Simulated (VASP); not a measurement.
# CuI (F-43m) in VASP: notebook

The runs below take CuI through single point, with PBEsol, HSE06.

Everything below comes from runs of VASP 6.6.1. Logs are shortened: lines on timing, memory, paths and dates and some standing lists are left out, and cuts for length are marked.

**1. The cell of the first run**

The structure is cubic, space group F-43m (No. 216). The conventional cell has a = 6.103 Å, b = 6.103 Å, c = 6.103 Å, α = 90.00°, β = 90.00°, γ = 90.00°. I (site symmetry -43m) has 4 Cu at 2.64 Å within 3.5 Å. Cu (site symmetry -43m) has 4 I at 2.64 Å within 3.5 Å.

**2. Single point, PBEsol, non-collinear spin, zero start, spin-orbit coupling**

The input, INCAR:

```
  PREC = Accurate
  ENCUT = 520
  EDIFF = 1E-6
  ISMEAR = -1
  SIGMA = 0.05
  LREAL = F
  LASPH = T
  NELM = 150
  ALGO = Normal
  ISIF = 2
  LWAVE = F
  LCHARG = T
  MAGMOM = 0 0 0 0 0 0
  LORBIT = 11
  LSORBIT = T
  GGA_COMPAT = F
  LORBMOM = T
  LMAXMIX = 4
  GGA = PS
  LVHAR = T
  NBANDS = 30
```

The input, KPOINTS:

```
Automatic mesh
0
Gamma
  8 8 8
```

The input, POSCAR:

```
CuI
1.0
    0.0000000000      3.0515767440      3.0515767440
    3.0515767440      0.0000000000      3.0515767440
    3.0515767440      3.0515767440      0.0000000000
I Cu
1 1
Direct
    0.0000000000      0.0000000000      0.0000000000
    0.7500000000      0.7500000000      0.7500000000
```

Potentials or basis: VASP PAW PBE potentials, release 64 (I, Cu).

Launch:

```console
$ cat potpaw_PBE.64/I/POTCAR potpaw_PBE.64/Cu/POTCAR > POTCAR
$ mpirun -np 1 vasp_ncl > vasp.out
```

OUTCAR:

```text
PREC = Accurate
   ENCUT = 520
   EDIFF = 1E-6
   ISMEAR = -1
   LREAL = F
   LASPH = T
   NELM = 150
   ISIF = 2
   LORBIT = 11
   LSORBIT = T
   GGA = PS

 ion  position               nearest neighbor table
   1  0.000  0.000  0.000-   2 2.64   2 2.64   2 2.64   2 2.64
   2  0.750  0.750  0.750-   1 2.64   1 2.64   1 2.64   1 2.64

  LATTYP: Found a face centered cubic cell.
 ALAT       =     6.1031534880

  Lattice vectors:

 A1 = (   0.0000000000,   3.0515767440,   3.0515767440)
 A2 = (   3.0515767440,   0.0000000000,   3.0515767440)
 A3 = (   3.0515767440,   3.0515767440,   0.0000000000)

Analysis of symmetry for initial positions (statically):
=====================================================================
 Subroutine PRICEL returns:
 Original cell was already a primitive cell.

 Routine SETGRP: Setting up the symmetry group for a
 face centered cubic supercell.

 Subroutine GETGRP returns: Found 24 space group operations
 (whereof 24 operations were pure point group operations)
 out of a pool of 48 trial point group operations.

The static configuration has the point symmetry T_d .

Analysis of symmetry for dynamics (positions and initial velocities):
=====================================================================
 Subroutine PRICEL returns:
 Original cell was already a primitive cell.

 Routine SETGRP: Setting up the symmetry group for a
 face centered cubic supercell.

 Subroutine GETGRP returns: Found 24 space group operations
 (whereof 24 operations were pure point group operations)
 out of a pool of 48 trial point group operations.

The dynamic configuration has the point symmetry T_d .

Analysis of structural, dynamic, and magnetic symmetry:
=====================================================================
 Subroutine PRICEL returns:
 Original cell was already a primitive cell.

 Routine SETGRP: Setting up the symmetry group for a
 face centered cubic supercell.

 Subroutine GETGRP returns: Found 24 space group operations
 (whereof 24 operations were pure point group operations)
 out of a pool of 48 trial point group operations.

The overall configuration has the point symmetry T_d .

 Subroutine INISYM returns: Found 24 space group operations
 (whereof 24 operations are pure point group operations),
 and found     1 'primitive' translations

----------------------------------------------------------------------------------------

                                     Primitive cell

  volume of cell :      56.8333

  direct lattice vectors                    reciprocal lattice vectors
     0.000000000  3.051576744  3.051576744    -0.163849722  0.163849722  0.163849722
     3.051576744  0.000000000  3.051576744     0.163849722 -0.163849722  0.163849722
     3.051576744  3.051576744  0.000000000     0.163849722  0.163849722 -0.163849722

  length of vectors
     4.315581218  4.315581218  4.315581218     0.283796043  0.283796043  0.283796043

  position of ions in fractional coordinates (direct lattice)
     0.000000000  0.000000000  0.000000000
     0.750000000  0.750000000  0.750000000

  ion indices of the primitive-cell ions
   primitive index   ion index
                 1           1
                 2           2

----------------------------------------------------------------------------------------

 KPOINTS: Automatic mesh

Automatic generation of k-mesh.
 Grid dimensions read from file:
 generate k-points for:    8    8    8

 Generating k-lattice:

  Cartesian coordinates                     Fractional coordinates (reciprocal lattice)
    -0.020481215  0.020481215  0.020481215     0.125000000  0.000000000  0.000000000
     0.020481215 -0.020481215  0.020481215     0.000000000  0.125000000  0.000000000
     0.020481215  0.020481215 -0.020481215     0.000000000  0.000000000  0.125000000

  Length of vectors
     0.035474505  0.035474505  0.035474505

  Shift w.r.t. Gamma in fractional coordinates (k-lattice)
     0.000000000  0.000000000  0.000000000

 Subroutine IBZKPT returns following result:
 ===========================================

 Found     43 irreducible k-points:

 Following reciprocal coordinates:
            Coordinates               Weight
  0.000000  0.000000  0.000000      1.000000
  0.125000  0.000000  0.000000      4.000000
 -0.125000  0.000000  0.000000      4.000000
  0.250000  0.000000  0.000000      4.000000
 -0.250000  0.000000  0.000000      4.000000
  0.375000  0.000000  0.000000      4.000000
[... 16 lines left out ...]
 -0.375000 -0.250000  0.000000     12.000000
[... 25 lines left out ...]
   NFREE  =      0    steps in history (QN), initial steepest desc. (CG)
   ISIF   =      2    stress and relaxation
   ISYM   =      2    0-nonsym 1-usesym 2-fastsym
   POTIM  = 0.5000    time-step for ionic-motion
   TEBEG  =    0.0;   TEEND  =   0.0 temperature during run
   PSTRESS=    0.0 pullay stress
   NELECT =      18.0000    total number of electrons
   NUPDOWN=      -1.0000    fix difference up-down
   EMIN   =  10.00;   EMAX   =-10.00  energy-range for DOS
   EFERMI =   0.00;   METHOD = LEGACY
   ISMEAR =    -1;   SIGMA  =   0.05  broadening in eV -4-tet -1-fermi 0-gaus
   EFERMI_NEDOS =   21; number of points for ismear=-14 and -15
   IALGO  =     38    algorithm
   IMIX   =      4    mixing-type and parameters
     AMIX     =   0.40;   BMIX     =  1.00
     AMIX_MAG =   1.60;   BMIX_MAG =  1.00
  volume/ion in A,a.u.               =      28.42       191.77
  Fermi-wavevector in a.u.,A,eV,Ry     =   1.115916  2.108775 16.942896  1.245268
  Thomas-Fermi vector in A             =   2.252525
   LORBIT       =     11    0 simple, 1 ext, 2 COOP (PROOUT), +10 PAW based schemes
   GGA     = PS    functional components
   LHFCALC =     F    Hartree Fock is set to
   AEXX    =    0.0000 exact exchange contribution
   IVDW    =     0    specifies the selected vdW correction
   LEPSILON=     F    determine dielectric tensor
   LRPA    =     F    only Hartree local field effects (RPA)
  energy-cutoff  :      520.00
  volume of cell :       56.83
 maximum number of plane-waves:      3086
   NGX = 17   NGY = 17   NGZ = 17

 number of electron      18.0000005 magnetization       0.0000000      0.0000000      0.0000000

 number of electron      18.0000006 magnetization      -0.0000000     -0.0000000     -0.0000000

 number of electron      18.0000006 magnetization      -0.0000000     -0.0000000      0.0000000

 number of electron      18.0000006 magnetization      -0.0000000      0.0000000      0.0000000

 Free energy of the ion-electron system (eV)
  ---------------------------------------------------
  ext. energy  EPLUGINS =         0.00000000
  ---------------------------------------------------
  free energy    TOTEN  =        -6.40707608 eV

  energy without entropy =       -6.40707441  energy(sigma->0) =       -6.40707525

 E-fermi :   4.6658     XC(G=0):  -9.0490

 val. band max:        4.2289776937   @ k =   0.0000   0.0000   0.0000
 cond. band min:       5.0517245992   @ k =   0.0000   0.0000   0.0000
 fundamental gap:      0.8227469054
 Fermi energy:         4.6657503996

 k-point     1 :       0.0000    0.0000    0.0000
  band No.  band energies     occupation
      1      -9.8473      1.00000
      2      -9.8473      1.00000
      3       0.1048      1.00000
      4       0.1048      1.00000
      5       0.6667      1.00000
      6       0.6667      1.00000
[... 781 lines left out ...]
     29      14.9954      0.00000
     30      15.0208      0.00000

 [... further k-points ...]

------------------------ aborting loop because EDIFF is reached ----------------------------------------

  FORCE on cell =-STRESS in cart. coord.  units (eV):
  Direction    XX          YY          ZZ          XY          YZ          ZX
  --------------------------------------------------------------------------------------
  -------------------------------------------------------------------------------------
  Total       -1.0911648     -1.0911648     -1.0911648      0.0000000      0.0000000      0.0000000
  in kB      -30.7608300    -30.7608300    -30.7608300      0.0000000      0.0000000      0.0000000
  external PRESSURE =     -30.7608300 kB  Pullay stress =       0.0000000 kB

 VOLUME and BASIS-vectors are now :
 -----------------------------------------------------------------------------
  energy-cutoff  :      520.00
  volume of cell :       56.83
      direct lattice vectors                 reciprocal lattice vectors
     0.000000000  3.051576744  3.051576744    -0.163849722  0.163849722  0.163849722
     3.051576744  0.000000000  3.051576744     0.163849722 -0.163849722  0.163849722
     3.051576744  3.051576744  0.000000000     0.163849722  0.163849722 -0.163849722

 POSITION                                       TOTAL-FORCE (eV/Angst)
 -----------------------------------------------------------------------------------
      0.00000      0.00000      0.00000         0.000000      0.000000      0.000000
      4.57737      4.57737      4.57737        -0.000000     -0.000000     -0.000000
 -----------------------------------------------------------------------------------
    total drift:                                0.000001      0.000001      0.000001

  FREE ENERGIE OF THE ION-ELECTRON SYSTEM (eV)
  ---------------------------------------------------
  free  energy   TOTEN  =        -6.4070760781 eV

  energy  without entropy=       -6.4070744144  energy(sigma->0) =       -6.40707525

 orbital moment (x)

 # of ion     p       d       tot
 ----------------------------------------
  1         0.000  -0.000  -0.000
  2         0.000  -0.000  -0.000
 ----------------------------------------
            0.000  -0.000  -0.000

 orbital moment (y)

 # of ion     p       d       tot
 ----------------------------------------
  1         0.000  -0.000   0.000
  2        -0.000  -0.000  -0.000
 ----------------------------------------
           -0.000  -0.000  -0.000

 orbital moment (z)

 # of ion     p       d       tot
 ----------------------------------------
  1         0.000   0.000   0.000
  2        -0.000   0.000   0.000
 ----------------------------------------
           -0.000   0.000   0.000

 Spin-Orbit-Coupling matrix elements

 Ion:    1  E_soc:     -0.2571788
 l=   1
     0.0000000    -0.0427250    -0.0427250
    -0.0427250     0.0000000    -0.0427250
    -0.0427250    -0.0427250     0.0000000
 l=   2
     0.0000000    -0.0000473     0.0000000    -0.0000473    -0.0000908
    -0.0000473     0.0000000    -0.0000681    -0.0000473    -0.0000227
     0.0000000    -0.0000681     0.0000000    -0.0000681     0.0000000
    -0.0000473    -0.0000473    -0.0000681     0.0000000    -0.0000227
    -0.0000908    -0.0000227     0.0000000    -0.0000227     0.0000000
 l=   3
     0.0000000     0.0000000     0.0000000     0.0000000     0.0000000     0.0000000     0.0000000
     0.0000000     0.0000000     0.0000000     0.0000000     0.0000000     0.0000000     0.0000000
     0.0000000     0.0000000     0.0000000     0.0000000     0.0000000     0.0000000     0.0000000
     0.0000000     0.0000000     0.0000000     0.0000000     0.0000000     0.0000000     0.0000000
     0.0000000     0.0000000     0.0000000     0.0000000     0.0000000     0.0000000     0.0000000
     0.0000000     0.0000000     0.0000000     0.0000000     0.0000000     0.0000000     0.0000000
     0.0000000     0.0000000     0.0000000     0.0000000     0.0000000     0.0000000     0.0000000

 Ion:    2  E_soc:     -0.0099881
 l=   1
     0.0000000    -0.0003717    -0.0003717
    -0.0003717     0.0000000    -0.0003717
    -0.0003717    -0.0003717     0.0000000
 l=   2
     0.0000000    -0.0002552     0.0000000    -0.0002552    -0.0010378
    -0.0002552     0.0000000    -0.0007784    -0.0002552    -0.0002595
     0.0000000    -0.0007784     0.0000000    -0.0007784     0.0000000
    -0.0002552    -0.0002552    -0.0007784     0.0000000    -0.0002595
    -0.0010378    -0.0002595     0.0000000    -0.0002595     0.0000000
 l=   3
     0.0000000     0.0000000     0.0000000     0.0000000     0.0000000     0.0000000     0.0000000
     0.0000000     0.0000000     0.0000000     0.0000000     0.0000000     0.0000000     0.0000000
     0.0000000     0.0000000     0.0000000     0.0000000     0.0000000     0.0000000     0.0000000
     0.0000000     0.0000000     0.0000000     0.0000000     0.0000000     0.0000000     0.0000000
     0.0000000     0.0000000     0.0000000     0.0000000     0.0000000     0.0000000     0.0000000
     0.0000000     0.0000000     0.0000000     0.0000000     0.0000000     0.0000000     0.0000000
     0.0000000     0.0000000     0.0000000     0.0000000     0.0000000     0.0000000     0.0000000

 total charge

# of ion       s       p       d       tot
------------------------------------------
    1        1.492   2.735   0.051   4.278
    2        0.326   0.252   9.329   9.906
--------------------------------------------------
tot          1.818   2.986   9.380  14.184

 magnetization (x)

# of ion       s       p       d       tot
------------------------------------------
    1       -0.000   0.000  -0.000  -0.000
    2       -0.000   0.000  -0.000  -0.000
--------------------------------------------------
tot         -0.000   0.000  -0.000  -0.000

 magnetization (y)

# of ion       s       p       d       tot
------------------------------------------
    1        0.000   0.000   0.000   0.000
    2        0.000   0.000  -0.000  -0.000
--------------------------------------------------
tot          0.000   0.000  -0.000  -0.000

 magnetization (z)

# of ion       s       p       d       tot
------------------------------------------
    1       -0.000   0.000  -0.000   0.000
    2       -0.000   0.000  -0.000  -0.000
--------------------------------------------------
tot         -0.000   0.000  -0.000  -0.000
```

Wall time 76 s (1 thread of AMD EPYC 9R45 (Zen 5), shared host); peak memory 0.34 GiB.

Results:

```
Free energy                                           : -6.4071 eV
Pressure                                              : -3.1 GPa
Net moment                                            : 0.00 μB per cell
Valence electrons inside the program's atomic spheres : I 4.28; Cu 9.91
```

Moments on the atoms (μB; x, y, z):
```
I   0.00 0.00 0.00
Cu  0.00 0.00 0.00
```

Caveat: the cell stands under tension; the PAW data sets were made with another functional, which shifts forces and pressure a little.

[end of part 1 of 2]
